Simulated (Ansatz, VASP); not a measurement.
CuO: VASP beside Ansatz

File INCAR:

```
SYSTEM = CuO
ALGO     = Normal         ! electronic algorithm
EDIFF    = 1E-6           ! SCF threshold, eV
ENCUT    = 520            ! plane-wave cutoff, eV
GGA      = PE             ! functional
ISIF     = 2              ! what is computed and relaxed
ISMEAR   = -1             ! smearing method
LASPH    = .TRUE.         ! aspherical terms in the spheres
LCHARG   = .TRUE.         ! write CHGCAR
LELF     = .TRUE.         ! ELF
LREAL    = .FALSE.        ! projectors in reciprocal space
LVHAR    = .TRUE.       
LWAVE    = .FALSE.        ! write WAVECAR
NBANDS   = 16             ! bands
NELM     = 100            ! most SCF steps
PREC     = Accurate       ! precision mode
SIGMA    = 0.05           ! smearing width, eV
```

File KPOINTS:

```
k-points
0
G
  11 11 11
  0 0 0
```

POSCAR

```
CuO
1.0
    0.0000000000      2.1305773621      2.1305773621
    2.1305773621      0.0000000000      2.1305773621
    2.1305773621      2.1305773621      0.0000000000
Cu O
1 1
Direct
    0.0294977200      0.0281008700      0.9080259900
    0.4705022800      0.4718991300      0.5919740100
```

Contents of input.yaml:

```yaml
crystal:
  lattice:
    - [0.0, 2.1305773621, 2.1305773621]
    - [2.1305773621, 0.0, 2.1305773621]
    - [2.1305773621, 2.1305773621, 0.0]
  atoms:
    - { symbol: Cu, position: [0.02949772, 0.02810087, 0.90802599] }
    - { symbol: O, position: [0.47050228, 0.47189913, 0.59197401] }
kpoints:
  mp_grid: { grid: [11, 11, 11] }
scf:
  occupations: { method: fermi_dirac, width: 0.05 }
hamiltonian:
  xc: pbe
  pseudopotentials: { kind: all_electron, lapw: { basis_error: 0.0005 } }
output:
  forces: true
  stress: true
  eigenvalues: true
```

Change from the starting cell: volume scaled by 1.02.

Alike in both runs: task single point; functional PBE; k mesh 11 × 11 × 11; occupations fermi-dirac, width 0.05 eV; no spin polarisation.

```csv
,VASP,Ansatz
version,VASP 6.6.1,Ansatz 0.2.0
potentials or method,"VASP PAW PBE potentials, release 64 (Cu, O), cutoff 520 eV","all-electron LAPW, scalar-relativistic"
```

|  | VASP | Ansatz | Ansatz less VASP |
| --- | --- | --- | --- |
| gap on the k mesh at the Fermi level (eV) | none | none | - |
| pressure (GPa) | 14.7 | 14.0 | -0.68 |
| traceless stress, the component that is largest in VASP (GPa) | -3.90 | -3.60 | +0.293 |
| rms of the force components (eV/Å) | 0.507 | 0.456 | -0.0512 |

Atom by atom the forces differ by 0.051 eV/Å (rms over components). A gap of «none» marks a metal or a gap that the smearing closes. Ansatz ran all-electron here, and VASP with PAW potentials.
